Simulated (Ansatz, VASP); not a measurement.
## AlCo in VASP and in Ansatz

INCAR

```
SYSTEM = AlCo
ALGO = Fast
EDIFF = 1E-7
ENCUT = 520
GGA = PE
ISIF = 2
ISMEAR = 0
LASPH = .True.
LCHARG = .False.
LREAL = .False.
LWAVE = .False.
NBANDS = 20
NELM = 100
PREC = Accurate
SIGMA = 0.15
```

File KPOINTS:

```
k-points
0
Gamma
  22 16 16
  0 0 0
```

Contents of POSCAR:

```
AlCo
1.0
   -2.8519023960      0.0000000000      0.0000000000
    0.0000000000      2.8519023960      2.8519023960
    0.0000000000      2.8519023960     -2.8519023960
Al Co
2 2
Direct
    0.0000000000      0.0276724946     -0.0276724946
    0.0000000000      0.4723275054      0.5276724946
    0.5000000000      0.5328727940      0.0328727940
    0.5000000000     -0.0328727940      0.4671272060
```

Input for Ansatz:

```yaml
crystal:
  lattice:
    - [-2.851902396, 0.0, 0.0]
    - [0.0, 2.851902396, 2.851902396]
    - [0.0, 2.851902396, -2.851902396]
  atoms:
    - { symbol: Al, position: [0.0, 0.0276724946, -0.0276724946] }
    - { symbol: Al, position: [0.0, 0.4723275054, 0.5276724946] }
    - { symbol: Co, position: [0.5, 0.532872794, 0.032872794] }
    - { symbol: Co, position: [0.5, -0.032872794, 0.467127206] }
basis:
  ecutwfc: 420
kpoints:
  mp_grid: { grid: [22, 16, 16] }
hamiltonian:
  xc: pbe
scf:
  occupations: { method: gaussian, width: 0.15 }
output:
  forces: true
  stress: true
  eigenvalues: true
  write_density: true
  write_potential: true
  elf: true
  volumetric_format: npy
```

Change from the starting cell: mode 4 (186.2 1/cm) frozen in, largest displacement +0.188 Å.

Alike in both runs: task single point; functional PBE; k mesh 22 × 16 × 16; occupations gaussian, width 0.15 eV; no spin polarisation.

|  | VASP | Ansatz |
| --- | --- | --- |
| version | VASP 6.6.1 | Ansatz 0.2.0 |
| potentials or method | VASP PAW PBE potentials, release 64 (Al, Co), cutoff 520 eV | scalar-relativistic, plane waves, PAW |
| valence electrons in the cell | 24 | 40 |

VASP gave:

```
gap on the k mesh at the Fermi level (eV)                     : none
pressure (GPa)                                                : 2.7
traceless stress, the component that is largest in VASP (GPa) : -4.87
rms of the force components (eV/Å)                            : 0.663
```

What did Ansatz give for the same quantities?

gap on the k mesh at the Fermi level (eV): none; pressure (GPa): 2.9; traceless stress, the component that is largest in VASP (GPa): -4.92; rms of the force components (eV/Å): 0.669.

Atom by atom the forces differ by 0.009 eV/Å (rms over components). A gap of «none» marks a metal or a gap that the smearing closes. VASP's potentials hold 24 valence electrons a cell and Ansatz's 40, so a difference there can come from the potentials and not from the codes.
